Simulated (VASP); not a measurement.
Here is a VASP 6.6.1 calculation.

File INCAR:

```
SYSTEM = Ta2N
  PREC = Accurate
  ENCUT = 520
  EDIFF = 1E-6
  ISMEAR = 0
  SIGMA = 0.15
  LREAL = .False.
  LASPH = .True.
  NELM = 80
  ALGO = Normal
  ISIF = 2
  LWAVE = .False.
  LCHARG = .True.
  GGA = PS
  LELF = .True.
  LVHAR = .True.
  NBANDS = 20
```

File KPOINTS:

```
regular mesh
0
Gamma
  12 12 8
  0 0 0
```

Contents of POSCAR:

```
Ta2N
1.0
    3.0786153860      0.0000000000      0.0000000000
   -1.5393076930      2.6661591328      0.0000000000
    0.0000000000      0.0000000000      4.8232571822
Ta N
2 1
Direct
    0.6941534865      0.3576735982      0.7234816914
    0.3374176673      0.6437049371      0.2995809507
   -0.0315711539     -0.0013785353     -0.0230626421
```

Potentials or basis: VASP PAW PBE potentials, release 64 (Ta_pv, N).

The run is started by

```sh
$ cat potpaw_PBE.64/Ta_pv/POTCAR potpaw_PBE.64/N/POTCAR > POTCAR
$ mpirun -np 1 vasp_std > vasp.out
```

(1) What does it give for the pressure?

(2) What does it give for the band gap on the k mesh?

## Answers

(1) 6.2 GPa.

(2) zero (an odd number of electrons rules out a gap without spin polarisation).

Caveat: the cell differs from its parent crystal (atoms moved at random); the stress differs along the axes, from 2 to 12 GPa; the PAW data sets were made with another functional, which shifts forces and pressure a little; spin-orbit coupling is left out, which moves the levels of the heavy elements.
